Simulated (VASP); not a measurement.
# Nb3Tl (Pm-3n) in VASP: notebook

The runs below take Nb3Tl through single point, with PBE.

Program: VASP 6.6.1. These are calculated values, not measurements. Logs are shortened: lines on timing, memory, paths and dates and some standing lists are left out, and cuts for length are marked.

### 1 The cell of the first run

The structure is cubic, space group Pm-3n (No. 223). The conventional cell has a = 5.290 Å, b = 5.290 Å, c = 5.290 Å, α = 90.00°, β = 90.00°, γ = 90.00°. Nb (site symmetry -4m2) has 10 Nb at 2.65 to 3.24 Å and 4 Tl at 2.96 Å within 3.5 Å. Within 3.9 Å of Tl (site symmetry m-3) lie 12 Nb at 2.96 Å.

### 2 Single point, PBE

The input, INCAR:

```
ALGO = Normal
EDIFF = 1E-6
ENCUT = 520
GGA = PE
ISIF = 2
ISMEAR = -1
LASPH = True
LCHARG = False
LREAL = False
LWAVE = False
NBANDS = 62
NELM = 100
PREC = Accurate
SIGMA = 0.1
```

The input, KPOINTS:

```
k-points
0
Gamma
  4 4 4
```

The input, POSCAR:

```
Nb3Tl
1.0
    5.2903860000      0.0000000000      0.0000000000
    0.0000000000      5.2903860000      0.0000000000
    0.0000000000      0.0000000000      5.2903860000
Nb Tl
6 2
Direct
    0.2500000000      0.0000000000      0.5000000000
    0.5000000000      0.7500000000      0.0000000000
    0.7500000000      0.0000000000      0.5000000000
    0.5000000000      0.2500000000      0.0000000000
    0.0000000000      0.5000000000      0.7500000000
    0.0000000000      0.5000000000      0.2500000000
    0.0000000000      0.0000000000      0.0000000000
    0.5000000000      0.5000000000      0.5000000000
```

Potentials or basis: VASP PAW PBE potentials, release 64 (Nb_sv, Tl_d).

Command:

```
$ cat potpaw_PBE.64/Nb_sv/POTCAR potpaw_PBE.64/Tl_d/POTCAR > POTCAR
$ mpirun -np 1 vasp_std > vasp.out
```

OUTCAR:

```text
EDIFF = 1E-6
   ENCUT = 520
   GGA = PE
   ISIF = 2
   ISMEAR = -1
   LASPH = True
   LREAL = False
   NELM = 100
   PREC = Accurate

 ion  position               nearest neighbor table
   1  0.250  0.000  0.500-   3 2.65   3 2.65   8 2.96   7 2.96   8 2.96   7 2.96
   2  0.500  0.750  0.000-   4 2.65   4 2.65   8 2.96   8 2.96   7 2.96   7 2.96
   3  0.750  0.000  0.500-   1 2.65   1 2.65   8 2.96   7 2.96   8 2.96   7 2.96
   4  0.500  0.250  0.000-   2 2.65   2 2.65   8 2.96   8 2.96   7 2.96   7 2.96
   5  0.000  0.500  0.750-   6 2.65   6 2.65   8 2.96   7 2.96   7 2.96   8 2.96
   6  0.000  0.500  0.250-   5 2.65   5 2.65   8 2.96   7 2.96   7 2.96   8 2.96
   7  0.000  0.000  0.000-   1 2.96   2 2.96   3 2.96   4 2.96   5 2.96   6 2.96   1 2.96   3 2.96
                             5 2.96   6 2.96   2 2.96   4 2.96
   8  0.500  0.500  0.500-   1 2.96   2 2.96   3 2.96   4 2.96   5 2.96   6 2.96   2 2.96   4 2.96
                             1 2.96   3 2.96   5 2.96   6 2.96

  LATTYP: Found a simple cubic cell.
 ALAT       =     5.2903860000

  Lattice vectors:

 A1 = (   5.2903860000,   0.0000000000,   0.0000000000)
 A2 = (   0.0000000000,   5.2903860000,   0.0000000000)
 A3 = (   0.0000000000,   0.0000000000,   5.2903860000)

Analysis of symmetry for initial positions (statically):
=====================================================================
 Subroutine PRICEL returns:
 Original cell was already a primitive cell.

 Routine SETGRP: Setting up the symmetry group for a
 simple cubic supercell.

 Subroutine GETGRP returns: Found 48 space group operations
 (whereof 24 operations were pure point group operations)
 out of a pool of 48 trial point group operations.

The static configuration has the point symmetry T_h .
 The point group associated with its full space group is O_h .

Analysis of symmetry for dynamics (positions and initial velocities):
=====================================================================
 Subroutine PRICEL returns:
 Original cell was already a primitive cell.

 Routine SETGRP: Setting up the symmetry group for a
 simple cubic supercell.

 Subroutine GETGRP returns: Found 48 space group operations
 (whereof 24 operations were pure point group operations)
 out of a pool of 48 trial point group operations.

The dynamic configuration has the point symmetry T_h .
 The point group associated with its full space group is O_h .

 Subroutine INISYM returns: Found 48 space group operations
 (whereof 24 operations are pure point group operations),
 and found     1 'primitive' translations

----------------------------------------------------------------------------------------

                                     Primitive cell

  volume of cell :     148.0683

  direct lattice vectors                    reciprocal lattice vectors
     5.290386000  0.000000000  0.000000000     0.189022124  0.000000000  0.000000000
     0.000000000  5.290386000  0.000000000     0.000000000  0.189022124  0.000000000
     0.000000000  0.000000000  5.290386000     0.000000000  0.000000000  0.189022124

  length of vectors
     5.290386000  5.290386000  5.290386000     0.189022124  0.189022124  0.189022124

  position of ions in fractional coordinates (direct lattice)
     0.250000000  0.000000000  0.500000000
     0.500000000  0.750000000  0.000000000
     0.750000000  0.000000000  0.500000000
     0.500000000  0.250000000  0.000000000
     0.000000000  0.500000000  0.750000000
     0.000000000  0.500000000  0.250000000
     0.000000000  0.000000000  0.000000000
     0.500000000  0.500000000  0.500000000

  ion indices of the primitive-cell ions
   primitive index   ion index
                 1           1
                 2           2
                 3           3
                 4           4
                 5           5
                 6           6
                 7           7
                 8           8

----------------------------------------------------------------------------------------

 KPOINTS: k-points

Automatic generation of k-mesh.
 Grid dimensions read from file:
 generate k-points for:    4    4    4

 Generating k-lattice:

  Cartesian coordinates                     Fractional coordinates (reciprocal lattice)
     0.047255531  0.000000000  0.000000000     0.250000000  0.000000000  0.000000000
     0.000000000  0.047255531  0.000000000     0.000000000  0.250000000  0.000000000
     0.000000000  0.000000000  0.047255531     0.000000000  0.000000000  0.250000000

  Length of vectors
     0.047255531  0.047255531  0.047255531

  Shift w.r.t. Gamma in fractional coordinates (k-lattice)
     0.000000000  0.000000000  0.000000000

 Subroutine IBZKPT returns following result:
 ===========================================

 Found     10 irreducible k-points:

 Following reciprocal coordinates:
            Coordinates               Weight
  0.000000  0.000000  0.000000      1.000000
  0.250000  0.000000  0.000000      6.000000
  0.500000  0.000000  0.000000      3.000000
  0.250000  0.250000  0.000000     12.000000
  0.500000  0.250000  0.000000     12.000000
  0.500000  0.500000  0.000000      3.000000
  0.250000  0.250000  0.250000      8.000000
  0.500000  0.250000  0.250000     12.000000
  0.500000  0.500000  0.250000      6.000000
  0.500000  0.500000  0.500000      1.000000
   k-points           NKPTS =     10   k-points in BZ     NKDIM =     10   number of bands    NBANDS=     62
   number of dos      NEDOS =    301   number of ions     NIONS =      8
   total plane-waves  NPLWV =  64000
   dimension x,y,z NGX =    40 NGY =   40 NGZ =   40
   dimension x,y,z NGXF=    80 NGYF=   80 NGZF=   80
   ions per type =               6   2
   NGX,Y,Z   is equivalent  to a cutoff of  12.57, 12.57, 12.57 a.u.
   NGXF,Y,Z  is equivalent  to a cutoff of  25.14, 25.14, 25.14 a.u.
 SYSTEM =  unknown system
   PREC   = accura    normal or accurate (medium, high low for compatibility)
   ISTART =      0    job   : 0-new  1-cont  2-samecut
   ICHARG =      2    charge: 1-file 2-atom 10-const
   ISPIN  =      1    spin polarized calculation?
   LNONCOLLINEAR =      F non collinear calculations
   LSORBIT =      F    spin-orbit coupling
   LASPH  =      T    aspherical Exc in radial PAW
   ENCUT  =  520.0 eV  38.22 Ry    6.18 a.u.   9.84  9.84  9.84*2*pi/ulx,y,z
   NELM   =    100;   NELMIN=  2; NELMDL= -5     # of ELM steps
   EDIFF  = 0.1E-05   stopping-criterion for ELM
   LREAL  =      F    real-space projection
   EDIFFG = 0.1E-04   stopping-criterion for IOM
   NSW    =      0    number of steps for IOM
   IBRION =     -1    ionic relax: 0-MD 1-quasi-New 2-CG
   NFREE  =      0    steps in history (QN), initial steepest desc. (CG)
   ISIF   =      2    stress and relaxation
   ISYM   =      2    0-nonsym 1-usesym 2-fastsym
   POTIM  = 0.5000    time-step for ionic-motion
   TEBEG  =    0.0;   TEEND  =   0.0 temperature during run
   PSTRESS=    0.0 pullay stress
   NELECT =     104.0000    total number of electrons
   NUPDOWN=      -1.0000    fix difference up-down
   EMIN   =  10.00;   EMAX   =-10.00  energy-range for DOS
   EFERMI =   0.00;   METHOD = LEGACY
   ISMEAR =    -1;   SIGMA  =   0.10  broadening in eV -4-tet -1-fermi 0-gaus
   EFERMI_NEDOS =   21; number of points for ismear=-14 and -15
   IALGO  =     38    algorithm
   IMIX   =      4    mixing-type and parameters
     AMIX     =   0.40;   BMIX     =  1.00
     AMIX_MAG =   1.60;   BMIX_MAG =  1.00
  volume/ion in A,a.u.               =      18.51       124.90
  Fermi-wavevector in a.u.,A,eV,Ry     =   1.455231  2.749988 28.813018  2.117697
  Thomas-Fermi vector in A             =   2.572290
   LORBIT       =      0    0 simple, 1 ext, 2 COOP (PROOUT), +10 PAW based schemes
   GGA     = PE    functional components
[... 5 lines left out ...]
 non-spin polarized calculation
  energy-cutoff  :      520.00
  volume of cell :      148.07
 maximum number of plane-waves:      4032
 NGX is ok and might be reduce to    40
   NGX = 19   NGY = 19   NGZ = 19

 number of electron     104.0000022 magnetization

 Free energy of the ion-electron system (eV)
  ---------------------------------------------------
  ext. energy  EPLUGINS =         0.00000000
  ---------------------------------------------------
  free energy    TOTEN  =       -64.22277487 eV

  energy without entropy =      -63.87244670  energy(sigma->0) =      -64.04761079

 E-fermi :  11.2015     XC(G=0): -12.4151

 val. band max:       11.1832277316   @ k =   0.5000   0.5000   0.2500
 cond. band min:      11.2364846880   @ k =   0.2500   0.0000   0.0000
 fundamental gap:      0.0532569564
 Fermi energy:        11.2015072000

 k-point     1 :       0.0000    0.0000    0.0000
  band No.  band energies     occupation
      1     -43.5318      2.00000
      2     -43.4606      2.00000
      3     -43.4606      2.00000
      4     -43.2413      2.00000
      5     -43.2413      2.00000
      6     -43.2413      2.00000
[... 54 lines left out ...]
     61      14.9982      0.00000
     62      15.0066      0.00000

 k-point     2 :       0.2500    0.0000    0.0000
  band No.  band energies     occupation
      1     -43.5157      2.00000
      2     -43.4684      2.00000
      3     -43.4350      2.00000
      4     -43.2769      2.00000
      5     -43.2413      2.00000
      6     -43.2413      2.00000
[... 54 lines left out ...]
     61      14.5814      0.00000
     62      14.6312      0.00000

 k-point     3 :       0.5000    0.0000    0.0000
  band No.  band energies     occupation
      1     -43.4889      2.00000
      2     -43.4889      2.00000
      3     -43.3600      2.00000
      4     -43.3600      2.00000
      5     -43.2413      2.00000
      6     -43.2413      2.00000
[... 54 lines left out ...]
     61      14.2846      0.00000
     62      14.2954      0.00000

 k-point     4 :       0.2500    0.2500    0.0000
  band No.  band energies     occupation
      1     -43.5003      2.00000
      2     -43.4549      2.00000
      3     -43.4297      2.00000
      4     -43.2805      2.00000
      5     -43.2738      2.00000
      6     -43.2413      2.00000
[... 54 lines left out ...]
     61      14.2041      0.00000
     62      14.3671      0.00000

 k-point     5 :       0.5000    0.2500    0.0000
  band No.  band energies     occupation
      1     -43.4866      2.00000
      2     -43.4550      2.00000
      3     -43.3623      2.00000
      4     -43.3601      2.00000
      5     -43.2768      2.00000
      6     -43.2413      2.00000
[... 54 lines left out ...]
     61      14.0413      0.00000
     62      14.1679      0.00000

 k-point     6 :       0.5000    0.5000    0.0000
  band No.  band energies     occupation
      1     -43.4842      2.00000
      2     -43.3885      2.00000
      3     -43.3647      2.00000
      4     -43.3647      2.00000
      5     -43.3404      2.00000
      6     -43.2413      2.00000
[... 54 lines left out ...]
     61      13.6653      0.00000
     62      13.7947      0.00000

 k-point     7 :       0.2500    0.2500    0.2500
  band No.  band energies     occupation
      1     -43.4784      2.00000
      2     -43.4359      2.00000
      3     -43.4359      2.00000
      4     -43.2796      2.00000
      5     -43.2796      2.00000
      6     -43.2728      2.00000
[... 54 lines left out ...]
     61      14.1549      0.00000
     62      14.2562      0.00000

 k-point     8 :       0.5000    0.2500    0.2500
  band No.  band energies     occupation
      1     -43.4523      2.00000
      2     -43.4523      2.00000
      3     -43.3623      2.00000
      4     -43.3623      2.00000
      5     -43.2773      2.00000
      6     -43.2773      2.00000
[... 54 lines left out ...]
     61      13.8955      0.00000
     62      14.0213      0.00000

 k-point     9 :       0.5000    0.5000    0.2500
  band No.  band energies     occupation
      1     -43.4495      2.00000
      2     -43.3815      2.00000
      3     -43.3646      2.00000
      4     -43.3646      2.00000
      5     -43.3475      2.00000
      6     -43.2778      2.00000
[... 54 lines left out ...]
     61      13.5938      0.00000
     62      13.6932      0.00000

 k-point    10 :       0.5000    0.5000    0.5000
  band No.  band energies     occupation
      1     -43.3646      2.00000
      2     -43.3646      2.00000
      3     -43.3646      2.00000
      4     -43.3646      2.00000
      5     -43.3646      2.00000
      6     -43.3646      2.00000
[... 54 lines left out ...]
     61      13.6486      0.00000
     62      13.6487      0.00000

------------------------ aborting loop because EDIFF is reached ----------------------------------------

  FORCE on cell =-STRESS in cart. coord.  units (eV):
  Direction    XX          YY          ZZ          XY          YZ          ZX
  --------------------------------------------------------------------------------------
  -------------------------------------------------------------------------------------
  Total        4.5186627      4.5186627      4.5186627      0.0000000     -0.0000000     -0.0000000
  in kB       48.8943214     48.8943214     48.8943214      0.0000000     -0.0000000     -0.0000000
  external PRESSURE =      48.8943214 kB  Pullay stress =       0.0000000 kB

 VOLUME and BASIS-vectors are now :
 -----------------------------------------------------------------------------
  energy-cutoff  :      520.00
  volume of cell :      148.07
      direct lattice vectors                 reciprocal lattice vectors
     5.290386000  0.000000000  0.000000000     0.189022124  0.000000000  0.000000000
     0.000000000  5.290386000  0.000000000     0.000000000  0.189022124  0.000000000
     0.000000000  0.000000000  5.290386000     0.000000000  0.000000000  0.189022124

 POSITION                                       TOTAL-FORCE (eV/Angst)
 -----------------------------------------------------------------------------------
      1.32260      0.00000      2.64519         0.000000     -0.000000      0.000000
      2.64519      3.96779      0.00000        -0.000000     -0.000000     -0.000000
      3.96779      0.00000      2.64519        -0.000000     -0.000000      0.000000
      2.64519      1.32260      0.00000         0.000000      0.000000     -0.000000
      0.00000      2.64519      3.96779         0.000000     -0.000000     -0.000000
      0.00000      2.64519      1.32260        -0.000000      0.000000      0.000000
      0.00000      0.00000      0.00000        -0.000000     -0.000000     -0.000000
      2.64519      2.64519      2.64519        -0.000000     -0.000000     -0.000000
 -----------------------------------------------------------------------------------
    total drift:                                0.000000     -0.000000      0.000000

  FREE ENERGIE OF THE ION-ELECTRON SYSTEM (eV)
  ---------------------------------------------------
  free  energy   TOTEN  =       -64.2227748741 eV

  energy  without entropy=      -63.8724466999  energy(sigma->0) =      -64.04761079
```

It took 2.8 min on 1 thread of AMD EPYC 7R43 (Zen 3), shared host; peak memory 0.23 GiB.

What came out:

| Quantity | Value |
| --- | --- |
| Free energy | -64.2228 eV |
| Pressure | 4.9 GPa |
| Band gap on the k mesh | zero (band 52 reaches 11.57 eV, above the bottom of band 53 at 10.97 eV) |

Levels at points of the mesh, in eV from the Fermi level:
```csv
k point,band 48,band 49,band 50,band 51,band 52,band 53,band 54,band 55,band 56,band 57
"(0.00, 0.00, 0.00)",-1.64,-1.48,-0.29,-0.29,-0.29,-0.08,-0.08,2.26,2.26,2.26
"(0.50, 0.00, 0.00)",-0.89,-0.76,-0.76,-0.73,-0.73,-0.23,-0.23,1.57,1.57,2.19
"(0.50, 0.50, 0.00)",-1.00,0.05,0.05,0.37,0.37,0.57,0.88,0.89,0.89,0.90
"(0.50, 0.50, 0.50)",-1.28,0.23,0.23,0.23,0.23,0.23,0.23,0.43,0.43,0.43
```

Caveat: spin-orbit coupling is left out, which moves the levels of the heavy elements.

### 3 Single point, PBE

The input, INCAR:

```
SYSTEM = Nb3Tl
PREC = Accurate ; ENCUT = 520
EDIFF = 1E-7 ; ISMEAR = -1
SIGMA = 0.1 ; LREAL = .FALSE.
LASPH = .TRUE. ; NELM = 100
ALGO = Normal ; ISIF = 2
LWAVE = .FALSE. ; LCHARG = .TRUE.
GGA = PE ; LELF = .TRUE.
LVHAR = .TRUE. ; NBANDS = 62
```

The input, KPOINTS:

```
regular mesh
0
G
  4 4 4
  0 0 0
```

POSCAR is that of step 2.

Potentials or basis: VASP PAW PBE potentials, release 64 (Nb_sv, Tl_d).

Command:

```
$ cat potpaw_PBE.64/Nb_sv/POTCAR potpaw_PBE.64/Tl_d/POTCAR > POTCAR
$ mpirun -np 1 vasp_std > vasp.out
```

Run time: 3.2 min. Hardware: 1 thread of AMD EPYC 7R43 (Zen 3), shared host; peak memory 0.23 GiB.

It converged, with:

```
Free energy            : -64.2228 eV
Pressure               : 4.9 GPa
Band gap on the k mesh : zero (band 52 reaches 11.57 eV, above the bottom of band 53 at 10.97 eV)
```

Levels at points of the mesh, in eV from the Fermi level:
```
           k point  band 50  band 51  band 52  band 53  band 54  band 55
(0.00, 0.00, 0.00)    -0.29    -0.29    -0.29    -0.08    -0.08     2.26
(0.50, 0.00, 0.00)    -0.76    -0.73    -0.73    -0.23    -0.23     1.57
(0.50, 0.50, 0.00)     0.05     0.37     0.37     0.57     0.88     0.89
(0.50, 0.50, 0.50)     0.23     0.23     0.23     0.23     0.23     0.43
```

Caveat: spin-orbit coupling is left out, which moves the levels of the heavy elements.
